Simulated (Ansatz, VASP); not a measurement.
# Ta: VASP beside Ansatz

```
Ta
1.0
    -1.61757    1.61757    1.61757
     1.61757   -1.61757    1.61757
     1.61757    1.61757   -1.61757
Ta
1
Direct
  0.00000 0.00000 0.00000
```

Change from the starting cell: volume scaled by 0.94.

Alike in both runs: task single point; functional PBEsol; k mesh 17 × 17 × 17; occupations fermi-dirac, width 0.08 eV; no spin polarisation.

|  | VASP | Ansatz |
| --- | --- | --- |
| version | VASP 6.6.1 | Ansatz 0.2.0 |
| potentials or method | VASP PAW PBE potentials, release 64 (Ta_pv), cutoff 520 eV | all-electron LAPW, scalar-relativistic |

|  | VASP | Ansatz | Ansatz less VASP |
| --- | --- | --- | --- |
| pressure (GPa) | 10.1 | 9.6 | -0.51 |

VASP's potentials were made for PBE, not for PBEsol. Ansatz ran all-electron here, and VASP with PAW potentials.

Spin-orbit coupling is off throughout.
